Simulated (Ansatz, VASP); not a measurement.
Two plane-wave programs on ZnAu

```
Zn Au
1.0
     3.13972    0.00000    0.00000
     0.00000    3.13972    0.00000
     0.00000    0.00000    3.13972
Zn Au
1 1
Direct
  0.50000 0.50000 0.50000
  0.00000 0.00000 0.00000
```

Alike in both runs: functional PBE; dispersion D3(BJ); k mesh 18 × 18 × 18; occupations gaussian, width 0.1 eV; no spin polarisation.

Ansatz relaxed the structure, and its values are those at the end. VASP's run is a single point on that final structure, the one shown.

```csv
,VASP,Ansatz
version,VASP 6.6.1,Ansatz 0.2.0
potentials or method,"VASP PAW PBE potentials, release 64 (Zn, Au), cutoff 520 eV","scalar-relativistic, plane waves, PAW"
valence electrons in the cell,23,31
```

```csv
,VASP,Ansatz,Ansatz less VASP
gap on the k mesh at the Fermi level (eV),none,none,-
pressure (GPa),0.1,0.0,-0.18
```

A gap of «none» marks a metal or a gap that the smearing closes. VASP's potentials hold 23 valence electrons a cell and Ansatz's 31, so a difference there can come from the potentials and not from the codes.

Neither program's run includes spin-orbit coupling.
